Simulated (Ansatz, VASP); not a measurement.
## One calculation of Al5N, two programs

INCAR

```
SYSTEM = Al5N
  PREC = Accurate
  ENCUT = 600
  EDIFF = 1E-6
  ISMEAR = 0
  SIGMA = 0.1
  LREAL = .False.
  LASPH = .True.
  NELM = 100
  ALGO = Normal
  ISIF = 3
  LWAVE = .False.
  LCHARG = .False.
  GGA = PE
  IBRION = 2
  NSW = 90
  EDIFFG = -0.04
```

The input KPOINTS:

```
regular mesh
0
Gamma
  6 6 6
  0 0 0
```

File POSCAR:

```
Al5N
1.0
    3.0565053400      1.7646741800      2.6319211500
   -3.0565053400      1.7646741800      2.6319211500
    0.0000000000     -3.5293483600      2.6319211500
Al N
5 1
Direct
    0.1937716600      0.8653886400      0.1937716600
    0.1937716600      0.1937716600      0.8653886400
    0.8653886400      0.1937716600      0.1937716600
    0.9197550000      0.9197550000      0.9197550000
    0.3714479100      0.3714479100      0.3714479100
    0.6888417000      0.6888417000      0.6888417000
```

Input for Ansatz:

```yaml
crystal:
  lattice:
    - [3.05650534, 1.76467418, 2.63192115]
    - [-3.05650534, 1.76467418, 2.63192115]
    - [0.0, -3.52934836, 2.63192115]
  atoms:
    - { symbol: Al, position: [0.19377166, 0.86538864, 0.19377166] }
    - { symbol: Al, position: [0.19377166, 0.19377166, 0.86538864] }
    - { symbol: Al, position: [0.86538864, 0.19377166, 0.19377166] }
    - { symbol: Al, position: [0.919755, 0.919755, 0.919755] }
    - { symbol: Al, position: [0.37144791, 0.37144791, 0.37144791] }
    - { symbol: "N", position: [0.6888417, 0.6888417, 0.6888417] }
basis:
  ecutwfc: 420
kpoints:
  mp_grid: { grid: [6, 6, 6] }
hamiltonian:
  xc: pbe
scf:
  occupations: { method: gaussian, width: 0.1 }
  lower_state_search: "off"
output:
  forces: true
  stress: true
  eigenvalues: true
relax:
  adjacent_minimum: "off"
  f_tol: 0.04
  max_steps: 70
  cell: { stress_tol: 0.4 }
```

Alike in both runs: task relaxation of cell and atoms; functional PBE; k mesh 6 × 6 × 6; occupations gaussian, width 0.1 eV; no spin polarisation.

|  | VASP | Ansatz |
| --- | --- | --- |
| version | VASP 6.6.1 | Ansatz 0.2.0 |
| potentials or method | VASP PAW PBE potentials, release 64 (Al, N), cutoff 600 eV | scalar-relativistic, plane waves, PAW |
| valence electrons in the cell | 20 | 20 |

```csv
,VASP,Ansatz,Ansatz less VASP
"gap on the k mesh at the Fermi level, each at its own relaxed structure (eV)",none,none,-
relaxed volume (Å³/atom),17.94,18.23,+0.287
relaxed cell length with the largest relative difference (Å),5.213,5.294,+0.0811
```

A gap of «none» marks a metal or a gap that the smearing closes.

Noted on VASP's run: the volume moved by over 15 % at a fixed basis, so the end points are rough.
